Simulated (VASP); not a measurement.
Here is a VASP 6.6.1 calculation.

File INCAR:

```
ALGO     = Normal         # electronic algorithm
EDIFF    = 1E-6           # SCF threshold, eV
ENCUT    = 520            # plane-wave cutoff, eV
GGA      = CA             # functional
ISIF     = 2              # what is computed and relaxed
ISMEAR   = -1             # smearing method
LASPH    = T              # aspherical terms in the spheres
LCHARG   = F              # write CHGCAR
LREAL    = F              # projectors in reciprocal space
LWAVE    = F              # write WAVECAR
NBANDS   = 30             # bands
NELM     = 80             # most SCF steps
PREC     = Accurate       # precision mode
SIGMA    = 0.1            # smearing width, eV
```

File KPOINTS:

```
k-points
0
Gamma
  5 5 5
```

The input POSCAR:

```
NaHg3
1.0
    4.6406290000      0.0000000000      0.0000000000
    0.0000000000      4.6406290000      0.0000000000
    0.0000000000      0.0000000000      4.6406290000
Na Hg
1 3
Direct
    0.0000000000      0.0000000000      0.0000000000
    0.0000000000      0.5000000000      0.5000000000
    0.5000000000      0.0000000000      0.5000000000
    0.5000000000      0.5000000000      0.0000000000
```

Potentials or basis: VASP PAW LDA potentials, release 64 (Na_pv, Hg).

Command:

```sh
$ cat potpaw_LDA.64/Na_pv/POTCAR potpaw_LDA.64/Hg/POTCAR > POTCAR
$ mpirun -np 1 vasp_std > vasp.out
```

Question: Predict the pressure.

Answer: -3.6 GPa.
